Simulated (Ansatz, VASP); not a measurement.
In: VASP beside Ansatz

```
CELL_PARAMETERS angstrom
-1.62224 1.62224 2.49651
1.62224 -1.62224 2.49651
1.62224 1.62224 -2.49651
ATOMIC_POSITIONS crystal
In 0.00000 0.00000 0.00000
```

Alike in both runs: functional r2SCAN; k mesh 14 × 14 × 14; occupations fermi-dirac, width 0.08 eV; no spin polarisation.

Ansatz relaxed the structure, and its values are those at the end. VASP's run is a single point on that final structure, the one shown.

|  | VASP | Ansatz |
| --- | --- | --- |
| version | VASP 6.6.1 | Ansatz 0.2.0 |
| potentials or method | VASP PAW PBE potentials, release 64 (In_d) | PAW with Ansatz's default frozen-core files, scalar-relativistic |
| plane-wave cutoff (eV) | 520 | 500 |
| valence electrons in the cell | 13 | 13 |

|  | VASP | Ansatz | Ansatz less VASP |
| --- | --- | --- | --- |
| pressure (GPa) | 0.0 | 0.0 | -0.02 |

VASP's potentials were made for PBE, not for r2SCAN. The functional is the same, so the differences come from potentials, cutoffs and numerics. Ansatz's warnings: stress scf threshold loose.
